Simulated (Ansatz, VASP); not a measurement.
## SiC: VASP beside Ansatz

```
Si C
1.0
     0.00000    2.16162    2.16162
     2.16162    0.00000    2.16162
     2.16162    2.16162    0.00000
Si C
1 1
Direct
  0.00000 0.00000 0.00000
  0.25000 0.25000 0.25000
```

Alike in both runs: task relaxation of cell and atoms; functional r2SCAN; k mesh 13 × 13 × 13; occupations fermi-dirac, width 0.02 eV; no spin polarisation.

```csv
,VASP,Ansatz
version,VASP 6.6.1,Ansatz 0.2.0
potentials or method,"VASP PAW PBE potentials, release 64 (Si, C)","PAW with Ansatz's default frozen-core files, scalar-relativistic"
plane-wave cutoff (eV),600,500
valence electrons in the cell,8,8
```

VASP gave:

- relaxed volume (Å³/atom): 10.32
- relaxed length of the cell vector where the two differ most in proportion (Å): 3.079

Which values does Ansatz return?

Relaxed volume (Å³/atom): 10.33; relaxed length of the cell vector where the two differ most in proportion (Å): 3.080.

VASP's potentials were made for PBE, not for r2SCAN.
